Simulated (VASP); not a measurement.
# TaN (Fm-3m) in VASP: further runs

The runs below take TaN through relaxation of cell and atoms, with PBE.

All numbers are computed with VASP 6.6.1; they aren't measurements. Logs are shortened: lines on timing, memory, paths and dates and some standing lists are left out, and cuts for length are marked.

## (1) The cell of the first run

Symmetry: Fm-3m, No. 225, cubic system. Conventional cell: a = 4.417 Å, b = 4.417 Å, c = 4.417 Å, α = 90.00°, β = 90.00°, γ = 90.00°. Within 2.9 Å of Ta (site symmetry m-3m) lie 6 N at 2.21 Å. N (site symmetry m-3m) has 6 Ta at 2.21 Å within 2.9 Å.

## (2) Relaxation of cell and atoms, PBE

The input, INCAR:

```
PREC = Accurate
ENCUT = 600
EDIFF = 1E-6
ISMEAR = -1
SIGMA = 0.15
LREAL = False
LASPH = True
NELM = 60
ALGO = Normal
ISIF = 3
LWAVE = False
LCHARG = False
GGA = PE
IBRION = 2
NSW = 80
EDIFFG = -0.001
```

The input, KPOINTS:

```
regular mesh
0
Gamma
  16 16 16
```

The input, POSCAR:

```
TaN
1.0
    0.0000000000      2.2086769773      2.2086769773
    2.2086769773      0.0000000000      2.2086769773
    2.2086769773      2.2086769773      0.0000000000
Ta N
1 1
Direct
    0.5000000000      0.5000000000      0.5000000000
    0.0000000000      0.0000000000      0.0000000000
```

Potentials or basis: VASP PAW PBE potentials, release 64 (Ta_pv, N).

On the command line:

```sh
> cat potpaw_PBE.64/Ta_pv/POTCAR potpaw_PBE.64/N/POTCAR > POTCAR
> mpirun -np 1 vasp_std > vasp.out
```

OUTCAR:

```text
PREC = Accurate
   ENCUT = 600
   EDIFF = 1E-6
   ISMEAR = -1
   LREAL = False
   LASPH = True
   NELM = 60
   ISIF = 3
   GGA = PE
   IBRION = 2
   NSW = 80
   EDIFFG = -0.001

 ion  position               nearest neighbor table
   1  0.500  0.500  0.500-   2 2.21   2 2.21   2 2.21   2 2.21   2 2.21   2 2.21
   2  0.000  0.000  0.000-   1 2.21   1 2.21   1 2.21   1 2.21   1 2.21   1 2.21

  LATTYP: Found a face centered cubic cell.
 ALAT       =     4.4173539546

  Lattice vectors:

 A1 = (   0.0000000000,   2.2086769773,   2.2086769773)
 A2 = (   2.2086769773,   0.0000000000,   2.2086769773)
 A3 = (   2.2086769773,   2.2086769773,   0.0000000000)

Analysis of symmetry for initial positions (statically):
=====================================================================
 Subroutine PRICEL returns:
 Original cell was already a primitive cell.

 Routine SETGRP: Setting up the symmetry group for a
 face centered cubic supercell.

 Subroutine GETGRP returns: Found 48 space group operations
 (whereof 48 operations were pure point group operations)
 out of a pool of 48 trial point group operations.

The static configuration has the point symmetry O_h .

Analysis of symmetry for dynamics (positions and initial velocities):
=====================================================================
 Subroutine PRICEL returns:
 Original cell was already a primitive cell.

 Routine SETGRP: Setting up the symmetry group for a
 face centered cubic supercell.

 Subroutine GETGRP returns: Found 48 space group operations
 (whereof 48 operations were pure point group operations)
 out of a pool of 48 trial point group operations.

The dynamic configuration has the point symmetry O_h .

 Subroutine INISYM returns: Found 48 space group operations
 (whereof 48 operations are pure point group operations),
 and found     1 'primitive' translations

----------------------------------------------------------------------------------------

                                     Primitive cell

  volume of cell :      21.5490

  direct lattice vectors                    reciprocal lattice vectors
     0.000000000  2.208676977  2.208676977    -0.226379867  0.226379867  0.226379867
     2.208676977  0.000000000  2.208676977     0.226379867 -0.226379867  0.226379867
     2.208676977  2.208676977  0.000000000     0.226379867  0.226379867 -0.226379867

  length of vectors
[... 109 lines left out ...]
   AEXX    =    0.0000 exact exchange contribution
   IVDW    =     0    specifies the selected vdW correction
   LEPSILON=     F    determine dielectric tensor
   LRPA    =     F    only Hartree local field effects (RPA)
 conjugate gradient relaxation of ions
 non-spin polarized calculation
  energy-cutoff  :      600.00
  volume of cell :       21.55
 maximum number of plane-waves:       736
 NGX is ok and might be reduce to    28
   NGX = 13   NGY = 13   NGZ = 13

--------------------------------------- Ionic step        1  -------------------------------------------

 number of electron      15.9999999 magnetization

 Free energy of the ion-electron system (eV)
  ---------------------------------------------------
  ext. energy  EPLUGINS =         0.00000000
  ---------------------------------------------------
  free energy    TOTEN  =       -21.85970373 eV

  energy without entropy =      -21.79679045  energy(sigma->0) =      -21.82824709

------------------------ aborting loop because EDIFF is reached ----------------------------------------

  FORCE on cell =-STRESS in cart. coord.  units (eV):
  Direction    XX          YY          ZZ          XY          YZ          ZX
  --------------------------------------------------------------------------------------
  -------------------------------------------------------------------------------------
  Total        0.1231611      0.1231611      0.1231611      0.0000000      0.0000000      0.0000000
  in kB        9.1570910      9.1570910      9.1570910      0.0000000      0.0000000      0.0000000
  external PRESSURE =       9.1570910 kB  Pullay stress =       0.0000000 kB
[... 89 lines left out ...]
  FREE ENERGIE OF THE ION-ELECTRON SYSTEM (eV)
  ---------------------------------------------------
  free  energy   TOTEN  =       -21.8599087987 eV

  energy  without entropy=      -21.7967146179  energy(sigma->0) =      -21.82831171

[... ionic steps 4 to 7 ...]

--------------------------------------- Ionic step        8  -------------------------------------------

 number of electron      15.9999999 magnetization

------------------------ aborting loop because EDIFF is reached ----------------------------------------
[... 67 lines left out ...]
--------------------------------------- Ionic step       10  -------------------------------------------

 number of electron      15.9999999 magnetization

 Free energy of the ion-electron system (eV)
  ---------------------------------------------------
  ext. energy  EPLUGINS =         0.00000000
  ---------------------------------------------------
  free energy    TOTEN  =       -21.85990892 eV

  energy without entropy =      -21.79671328  energy(sigma->0) =      -21.82831110

 E-fermi :   9.3560     XC(G=0): -13.3477

 val. band max:        9.3479427030   @ k =  -0.2500   0.3750   0.1250
 cond. band min:       9.3617203338   @ k =  -0.3125   0.3125   0.1250
 fundamental gap:      0.0137776308
 Fermi energy:         9.3560466605

 k-point     1 :       0.0000    0.0000    0.0000
  band No.  band energies     occupation
      1     -26.4412      2.00000
      2     -26.4412      2.00000
      3     -26.4412      2.00000
      4      -9.3680      2.00000
      5       5.5819      2.00000
      6       5.5819      2.00000
      7       5.5819      2.00000
      8       7.3033      2.00000
      9       7.3033      2.00000
     10       7.3033      2.00000
     11       9.4255      0.77259
     12       9.4255      0.77259
[... 331 lines left out ...]
 k-point    24 :      -0.0625    0.0625    0.0000
  band No.  band energies     occupation
      1     -26.5195      2.00000
      2     -26.4620      2.00000
      3     -26.4433      2.00000
      4      -9.1280      2.00000
      5       4.3878      2.00000
      6       4.7161      2.00000
      7       5.0513      2.00000
      8       7.4745      1.99999
      9       7.6829      1.99997
     10       7.9877      1.99978
     11       9.8213      0.08610
     12      10.6743      0.00030

 [... further k-points ...]
[... 5 lines left out ...]
  --------------------------------------------------------------------------------------
  -------------------------------------------------------------------------------------
  Total        0.0015858      0.0015858      0.0015858     -0.0000000     -0.0000000      0.0000000
  in kB        0.1175637      0.1175637      0.1175637     -0.0000000     -0.0000000      0.0000000
  external PRESSURE =       0.1175637 kB  Pullay stress =       0.0000000 kB
[... 17 lines left out ...]
  FREE ENERGIE OF THE ION-ELECTRON SYSTEM (eV)
  ---------------------------------------------------
  free  energy   TOTEN  =       -21.8599089171 eV

  energy  without entropy=      -21.7967132846  energy(sigma->0) =      -21.82831110

 reached required accuracy - stopping structural energy minimisation
```

CONTCAR:

```text
TaN
   1.00000000000000
     0.0000000000000000    2.2107926132997715    2.2107926132997715
     2.2107926132997715   -0.0000000000000000    2.2107926132997715
     2.2107926132997715    2.2107926132997715    0.0000000000000000
  Ta              N
     1     1
Direct
     0.5000000000000000    0.5000000000000000    0.5000000000000000
     0.0000000000000000    1.0000000000000000    0.0000000000000000

  0.00000000E+00  0.00000000E+00  0.00000000E+00
  0.00000000E+00  0.00000000E+00  0.00000000E+00
```

It took 2.6 min on 1 thread of Intel Xeon 6975P-C, shared host; peak memory 0.21 GiB.

Results:

```
Free energy                            : -21.8599 eV
Relaxed volume                         : 10.81 Å³/atom
Relaxed cell                           : a = 3.127 Å, b = 3.127 Å, c = 3.127 Å, α = 60.00°, β = 60.00°, γ = 60.00°
Space group after relaxing (to 0.05 Å) : Fm-3m (No. 225)
Energy gained by relaxing              : 0.1 meV/atom
Ionic steps                            : 10
Pressure after relaxing                : 0.0 GPa
Band gap on the k mesh                 : zero (band 8 reaches 11.22 eV, above the bottom of band 9 at 7.30 eV)
```

Step by step:
```tsv
step	energy change (eV)	largest force (eV/Å)	pressure (GPa)	volume (Å³)
1	0.0000	0.0000	0.92	21.55
2	0.0006	0.0000	-1.98	21.74
3	-0.0002	0.0000	-0.03	21.61
4	-0.0002	0.0000	-0.05	21.61
5	-0.0002	0.0000	0.43	21.58
6	-0.0002	0.0000	0.07	21.61
7	-0.0002	0.0000	0.07	21.61
8	-0.0002	0.0000	0.03	21.61
9	-0.0002	0.0000	0.02	21.61
10	-0.0002	0.0000	0.01	21.61
```

Final structure:
```
CELL_PARAMETERS angstrom
0.00000 2.21079 2.21079
2.21079 0.00000 2.21079
2.21079 2.21079 0.00000
ATOMIC_POSITIONS crystal
Ta 0.50000 0.50000 0.50000
N 0.00000 0.00000 0.00000
```

Caveat: spin-orbit coupling is left out, which moves the levels of the heavy elements.

## (3) Relaxation of cell and atoms, PBE

This run uses another cell than the first one, of 10.81 Å³/atom, 1.004 times its volume.

The input, INCAR:

```
PREC = Accurate ; ENCUT = 600
EDIFF = 1E-6 ; ISMEAR = 0
SIGMA = 0.1 ; LREAL = False
LASPH = True ; NELM = 60
ALGO = Normal ; ISIF = 3
LWAVE = False ; LCHARG = False
GGA = PE ; IBRION = 2
NSW = 100 ; EDIFFG = -0.005
```

The input, KPOINTS:

```
Automatic mesh
0
Gamma
  16 16 16
```

The input, POSCAR:

```
TaN
1.0
    0.0000000000      2.2113230000      2.2113230000
    2.2113230000      0.0000000000      2.2113230000
    2.2113230000      2.2113230000      0.0000000000
Ta N
1 1
Direct
    0.5000000000      0.5000000000      0.5000000000
    0.0000000000      0.0000000000      0.0000000000
```

Potentials or basis: VASP PAW PBE potentials, release 64 (Ta_pv, N).

On the command line:

```sh
> cat potpaw_PBE.64/Ta_pv/POTCAR potpaw_PBE.64/N/POTCAR > POTCAR
> mpirun -np 1 vasp_std > vasp.out
```

OUTCAR:

```text
PREC = Accurate
   ENCUT = 600
   EDIFF = 1E-6
   ISMEAR = 0
   LREAL = False
   LASPH = True
   NELM = 60
   ISIF = 3
   GGA = PE
   IBRION = 2
   NSW = 100
   EDIFFG = -0.005

 ion  position               nearest neighbor table
   1  0.500  0.500  0.500-   2 2.21   2 2.21   2 2.21   2 2.21   2 2.21   2 2.21
   2  0.000  0.000  0.000-   1 2.21   1 2.21   1 2.21   1 2.21   1 2.21   1 2.21

  LATTYP: Found a face centered cubic cell.
 ALAT       =     4.4226460000

  Lattice vectors:

 A1 = (   0.0000000000,   2.2113230000,   2.2113230000)
 A2 = (   2.2113230000,   0.0000000000,   2.2113230000)
 A3 = (   2.2113230000,   2.2113230000,   0.0000000000)

Analysis of symmetry for initial positions (statically):
=====================================================================
 Subroutine PRICEL returns:
 Original cell was already a primitive cell.

 Routine SETGRP: Setting up the symmetry group for a
 face centered cubic supercell.

 Subroutine GETGRP returns: Found 48 space group operations
 (whereof 48 operations were pure point group operations)
 out of a pool of 48 trial point group operations.

The static configuration has the point symmetry O_h .

Analysis of symmetry for dynamics (positions and initial velocities):
=====================================================================
 Subroutine PRICEL returns:
 Original cell was already a primitive cell.

 Routine SETGRP: Setting up the symmetry group for a
 face centered cubic supercell.

 Subroutine GETGRP returns: Found 48 space group operations
 (whereof 48 operations were pure point group operations)
 out of a pool of 48 trial point group operations.

The dynamic configuration has the point symmetry O_h .

 Subroutine INISYM returns: Found 48 space group operations
 (whereof 48 operations are pure point group operations),
 and found     1 'primitive' translations

[... 128 lines left out ...]
  energy-cutoff  :      600.00
  volume of cell :       21.63
 maximum number of plane-waves:       740
 NGX is ok and might be reduce to    28
   NGX = 13   NGY = 13   NGZ = 13

--------------------------------------- Ionic step        1  -------------------------------------------

 number of electron      15.9999999 magnetization

 Free energy of the ion-electron system (eV)
  ---------------------------------------------------
  ext. energy  EPLUGINS =         0.00000000
  ---------------------------------------------------
  free energy    TOTEN  =       -21.82880165 eV

  energy without entropy =      -21.82300276  energy(sigma->0) =      -21.82590221

------------------------ aborting loop because EDIFF is reached ----------------------------------------

  FORCE on cell =-STRESS in cart. coord.  units (eV):
  Direction    XX          YY          ZZ          XY          YZ          ZX
  --------------------------------------------------------------------------------------
  -------------------------------------------------------------------------------------
  Total       -0.0724712     -0.0724712     -0.0724712     -0.0000000     -0.0000000     -0.0000000
  in kB       -5.3689496     -5.3689496     -5.3689496     -0.0000000     -0.0000000     -0.0000000
  external PRESSURE =      -5.3689496 kB  Pullay stress =       0.0000000 kB
[... 95 lines left out ...]
--------------------------------------- Ionic step        4  -------------------------------------------

 number of electron      15.9999999 magnetization

 Free energy of the ion-electron system (eV)
  ---------------------------------------------------
  ext. energy  EPLUGINS =         0.00000000
  ---------------------------------------------------
  free energy    TOTEN  =       -21.82886324 eV

  energy without entropy =      -21.82306428  energy(sigma->0) =      -21.82596376

 E-fermi :   9.3633     XC(G=0): -13.3518

 val. band max:        9.3548756424   @ k =  -0.2500   0.3750   0.1250
 cond. band min:       9.3686365680   @ k =  -0.3125   0.3125   0.1250
 fundamental gap:      0.0137609257
 Fermi energy:         9.3633295758

 k-point     1 :       0.0000    0.0000    0.0000
  band No.  band energies     occupation
      1     -26.4356      2.00000
      2     -26.4356      2.00000
      3     -26.4356      2.00000
      4      -9.3654      2.00000
      5       5.5885      2.00000
      6       5.5885      2.00000
      7       5.5885      2.00000
      8       7.3079      2.00000
      9       7.3079      2.00000
     10       7.3079      2.00000
     11       9.4317      0.33340
     12       9.4317      0.33339
[... 331 lines left out ...]
 k-point    24 :      -0.0625    0.0625    0.0000
  band No.  band energies     occupation
      1     -26.5141      2.00000
      2     -26.4565      2.00000
      3     -26.4378      2.00000
      4      -9.1250      2.00000
      5       4.3935      2.00000
      6       4.7215      2.00000
      7       5.0569      2.00000
      8       7.4792      2.00000
      9       7.6884      2.00000
     10       7.9931      2.00000
     11       9.8286      0.00000
     12      10.6821      0.00000

 [... further k-points ...]
[... 5 lines left out ...]
  --------------------------------------------------------------------------------------
  -------------------------------------------------------------------------------------
  Total       -0.0075666     -0.0075666     -0.0075666     -0.0000000     -0.0000000      0.0000000
  in kB       -0.5613578     -0.5613578     -0.5613578     -0.0000000     -0.0000000      0.0000000
  external PRESSURE =      -0.5613578 kB  Pullay stress =       0.0000000 kB
[... 17 lines left out ...]
  FREE ENERGIE OF THE ION-ELECTRON SYSTEM (eV)
  ---------------------------------------------------
  free  energy   TOTEN  =       -21.8288632393 eV

  energy  without entropy=      -21.8230642760  energy(sigma->0) =      -21.82596376

 reached required accuracy - stopping structural energy minimisation
```

Run time: 89 s. Hardware: 1 thread of Intel Xeon 6975P-C, shared host; peak memory 0.2 GiB.

What came out:

```yaml
Free_energy: -21.8289 eV
Relaxed_volume: 10.80 Å³/atom
Relaxed_cell: a = 3.126 Å, b = 3.126 Å, c = 3.126 Å, α = 60.00°, β = 60.00°, γ = 60.00°
Space_group_after_relaxing_to_0.05_Å: Fm-3m (No. 225)
Energy_gained_by_relaxing: 0.0 meV/atom
Ionic_steps: 4
Pressure_after_relaxing: -0.1 GPa
Band_gap_on_the_k_mesh: zero (band 8 reaches 11.23 eV, above the bottom of band 9 at 7.31 eV)
```

Final structure:
```
Ta N
1.0
     0.00000    2.21028    2.21028
     2.21028    0.00000    2.21028
     2.21028    2.21028    0.00000
Ta N
1 1
Direct
  0.50000 0.50000 0.50000
  0.00000 0.00000 0.00000
```

Caveat: spin-orbit coupling is left out, which moves the levels of the heavy elements.
